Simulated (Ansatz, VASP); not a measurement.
**Two plane-wave programs on BN**

INCAR

```
SYSTEM = BN
  ALGO = Normal
  EDIFF = 1E-7
  ENCUT = 520
  GGA = PE
  ISIF = 2
  ISMEAR = 0
  LASPH = .TRUE.
  LCHARG = .TRUE.
  LELF = .TRUE.
  LREAL = .FALSE.
  LVHAR = .TRUE.
  LWAVE = .FALSE.
  NBANDS = 16
  NELM = 80
  PREC = Accurate
  SIGMA = 0.05
```

KPOINTS

```
k-points
0
G
  12 12 4
  0 0 0
```

File POSCAR:

```
BN
1.0
    2.5121751215      0.0000000000      0.0000000000
   -1.2560875608      2.1756074740      0.0000000000
    0.0000000000      0.0000000000      8.3436910039
B N
2 2
Direct
    0.3444328290      0.6747920614      0.2500000000
    0.6777661623      0.3414587281      0.7500000000
    0.3333333333      0.6666666667      0.7500000000
    0.6666666667      0.3333333333      0.2500000000
```

Input for Ansatz:

```yaml
crystal:
  lattice:
    - [2.5121751215, 0.0, 0.0]
    - [-1.2560875608, 2.175607474, 0.0]
    - [0.0, 0.0, 8.3436910039]
  atoms:
    - { symbol: B, position: [0.344432829, 0.6747920614, 0.25] }
    - { symbol: B, position: [0.6777661623, 0.3414587281, 0.75] }
    - { symbol: "N", position: [0.3333333333, 0.6666666667, 0.75] }
    - { symbol: "N", position: [0.6666666667, 0.3333333333, 0.25] }
basis:
  ecutwfc: 420
kpoints:
  mp_grid: { grid: [12, 12, 4] }
hamiltonian:
  xc: pbe
scf:
  occupations: { method: gaussian, width: 0.05 }
output:
  forces: true
  stress: true
  eigenvalues: true
```

Change from the starting cell: all B atoms moved +0.025 Å, as atom 1 along Cartesian [1 1 0].

Alike in both runs: task single point; functional PBE; k mesh 12 × 12 × 4; occupations gaussian, width 0.05 eV; no spin polarisation.

```csv
,VASP,Ansatz
version,VASP 6.6.1,Ansatz 0.2.0
potentials or method,"VASP PAW PBE potentials, release 64 (B, N), cutoff 520 eV","scalar-relativistic, plane waves, PAW"
valence electrons in the cell,16,16
```

```csv
,VASP,Ansatz,Ansatz less VASP
gap on the k mesh at the Fermi level (eV),4.40,4.40,+0.001
least direct gap on the mesh (eV),4.66,4.67,+0.003
pressure (GPa),0.2,0.2,-0.04
"traceless stress, the component that is largest in VASP (GPa)",-0.32,-0.15,+0.169
rms of the force components (eV/Å),0.582,0.584,+0.0017
```

Atom by atom the forces differ by 0.002 eV/Å (rms over components). With one functional, cell and mesh, what is left measures potentials, basis and numerics.
